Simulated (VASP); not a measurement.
SnSe2, 3 atoms in the cell. It takes space group P-3m1 (No. 164, trigonal). The conventional cell has a = 3.772 Å, b = 3.772 Å, c = 5.654 Å, α = 90.00°, β = 90.00°, γ = 120.00°. Sn (site symmetry -3m) has 6 Se at 2.69 Å within 3.6 Å. Within 3.6 Å of Se (site symmetry 3m) lie 3 Sn at 2.69 Å and 3 Se at 3.30 Å. 

```yaml
Program: VASP 6.6.1
Task: vibrations by perturbation theory
Functional: PBEsol
Potentials_or_basis: VASP PAW PBE potentials, release 64 (Sn_d, Se)
Cutoff: 520 eV
k_mesh: 8 × 8 × 4
Occupations: gaussian, width 0.01 eV
Spin: no spin polarisation
Dipole_correction: no
Further_INCAR_settings: ALGO = Normal; EDIFF = 1e-08; NBANDS = 20; IBRION = 8; NSW = 1
```

Potentials or basis: VASP PAW PBE potentials, release 64 (Sn_d, Se).

The run is started by

```bash
$ cat potpaw_PBE.64/Sn_d/POTCAR potpaw_PBE.64/Se/POTCAR > POTCAR
$ mpirun -np 1 vasp_std > vasp.out
```

Hardware: 1 thread of Intel(R) Xeon(R) 6975P-C (Granite Rapids), with other jobs on the host.

Task: Estimate the wall time of this run.

Result: Wall time 4.4 min on 1 thread of Intel(R) Xeon(R) 6975P-C (Granite Rapids), on a shared host, peak memory 0.49 GiB. Counts: scf iterations 63, k points 35.
